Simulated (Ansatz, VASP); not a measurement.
AlN: VASP beside Ansatz

```
CELL_PARAMETERS angstrom
-0.91722 1.83444 1.83444
1.83444 -0.91722 1.83444
1.83444 1.83444 -0.91722
ATOMIC_POSITIONS crystal
Al 0.00000 0.00000 0.00000
N 0.75000 0.75000 0.75000
```

Alike in both runs: task single point; functional PBE; k mesh 10 × 10 × 10; occupations gaussian, width 0.05 eV; no spin polarisation.

|  | VASP | Ansatz |
| --- | --- | --- |
| version | VASP 6.6.1 | Ansatz 0.2.0 |
| potentials or method | VASP PAW PBE potentials, release 64 (Al, N), cutoff 520 eV | scalar-relativistic, plane waves, PAW |
| valence electrons in the cell | 8 | 8 |

```tsv
	VASP	Ansatz	Ansatz less VASP
gap on the k mesh at the Fermi level (eV)	0.68	0.68	+0.001
least direct gap on the mesh (eV)	0.98	1.03	+0.045
rms of the force components (eV/Å)	35.271	38.264	+2.9931
```

Atom by atom the forces differ by 2.993 eV/Å (rms over components).
